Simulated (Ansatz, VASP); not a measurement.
**One calculation of Cu, two programs**

INCAR

```
SYSTEM = Cu
  PREC = Accurate
  ENCUT = 600
  EDIFF = 1E-6
  ISMEAR = 0
  SIGMA = 0.1
  LREAL = .False.
  LASPH = .True.
  NELM = 120
  ALGO = Normal
  ISIF = 2
  LWAVE = .False.
  LCHARG = .False.
  GGA = PE
  NBANDS = 12
  GGA_COMPAT = .False.
```

Contents of KPOINTS:

```
Automatic mesh
0
Gamma
  6 6 6
  0 0 0
```

POSCAR

```
Cu
1.0
    0.0000000000      1.8360000000      1.8360000000
    1.8360000000      0.0000000000      1.8360000000
    1.8360000000      1.8360000000      0.0000000000
Cu
1
Direct
    0.0000000000      0.0000000000      0.0000000000
```

Input for Ansatz:

```yaml
crystal:
  lattice:
    - [0.0, 1.836, 1.836]
    - [1.836, 0.0, 1.836]
    - [1.836, 1.836, 0.0]
  atoms:
    - { symbol: Cu, position: [0.0, 0.0, 0.0] }
hamiltonian:
  xc: pbe
  pseudopotentials: { kind: paw }
basis:
  ecutwfc: 420
kpoints:
  mp_grid: { grid: [6, 6, 6] }
scf:
  occupations: { method: gaussian, width: 0.1 }
  lower_state_search: "off"
  max_iter: 50
output:
  forces: true
  stress: true
```

Alike in both runs: task single point; functional PBE; k mesh 6 × 6 × 6; occupations gaussian, width 0.1 eV; no spin polarisation.

|  | VASP | Ansatz |
| --- | --- | --- |
| version | VASP 6.6.1 | Ansatz 0.2.0 |
| potentials or method | VASP PAW PBE potentials, release 64 (Cu), cutoff 600 eV | PAW, plane waves, scalar-relativistic |
| valence electrons in the cell | 11 | 19 |

|  | VASP | Ansatz | Ansatz less VASP |
| --- | --- | --- | --- |
| pressure (GPa) | -2.9 | -3.5 | -0.56 |

VASP's potentials hold 11 valence electrons a cell and Ansatz's 19, so a difference there can come from the potentials and not from the codes.

The k mesh is coarse, so the values compare programs but aren't converged.
